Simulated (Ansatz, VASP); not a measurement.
# Two plane-wave programs on Ta2C

File INCAR:

```
PREC     = Accurate       # precision mode
ENCUT    = 600            # plane-wave cutoff, eV
EDIFF    = 1E-7           # SCF threshold, eV
ISMEAR   = -1             # smearing method
SIGMA    = 0.01           # smearing width, eV
LREAL    = False          # projectors in reciprocal space
LASPH    = True           # aspherical terms in the spheres
NELM     = 120            # most SCF steps
ALGO     = Normal         # electronic algorithm
ISIF     = 3              # what is computed and relaxed
LWAVE    = False          # write WAVECAR
LCHARG   = False          # write CHGCAR
GGA      = CA             # functional
IBRION   = 2              # ionic algorithm
NSW      = 80             # ionic steps
EDIFFG   = -0.1           # ionic threshold
GGA_COMPAT= False        
NELMIN   = 4
```

Contents of KPOINTS:

```
regular mesh
0
Gamma
  4 4 2
```

File POSCAR:

```
Ta2C
1.0
    3.1059000000      0.0000000000      0.0000000000
   -1.5529500000      2.6897900000      0.0000000000
    0.0000000000      0.0000000000      4.9464000000
Ta C
2 1
Direct
    0.3333333333      0.6666666667      0.2520100000
    0.6666666667      0.3333333333      0.7479900000
    0.0000000000      0.0000000000      0.0000000000
```

Input for Ansatz:

```yaml
crystal:
  lattice:
    - [3.1059, 0.0, 0.0]
    - [-1.55295, 2.68979, 0.0]
    - [0.0, 0.0, 4.9464]
  atoms:
    - { symbol: Ta, position: [0.3333333333333333, 0.6666666666666666, 0.25201] }
    - { symbol: Ta, position: [0.6666666666666666, 0.3333333333333333, 0.74799] }
    - { symbol: C, position: [0.0, 0.0, 0.0] }
kpoints:
  mp_grid:
    grid: [4, 4, 2]
hamiltonian:
  xc: lda
  dispersion: none
scf:
  mixing:
    algorithm: broyden
    preconditioner: kerker_dos
  occupations:
    method: fermi_dirac
    width: 0.01
  eigensolver:
    kind: davidson
    mixed_precision: false
relax:
  f_tol: 0.1
  cell: {}
```

Alike in both runs: task relaxation of cell and atoms; functional LDA; k mesh 4 × 4 × 2; occupations fermi-dirac, width 0.01 eV; no spin polarisation.

|  | VASP | Ansatz |
| --- | --- | --- |
| version | VASP 6.6.1 | Ansatz 0.2.0 |
| potentials or method | VASP PAW LDA potentials, release 64 (Ta_sv_GW, C) | plane waves, PAW |
| plane-wave cutoff (eV) | 600 | 420 |
| valence electrons in the cell | 30 | 30 |

|  | VASP | Ansatz | Ansatz less VASP |
| --- | --- | --- | --- |
| relaxed volume (Å³/atom) | 13.35 | 13.32 | -0.038 |
| relaxed length of the cell vector where the two differ most in proportion (Å) | 4.910 | 4.904 | -0.0055 |

LDA's correlation is that of Perdew and Zunger in VASP and of Perdew and Wang (1992) in Ansatz.

The k mesh is coarse, so the values compare programs but aren't converged. Spin-orbit coupling is off throughout.
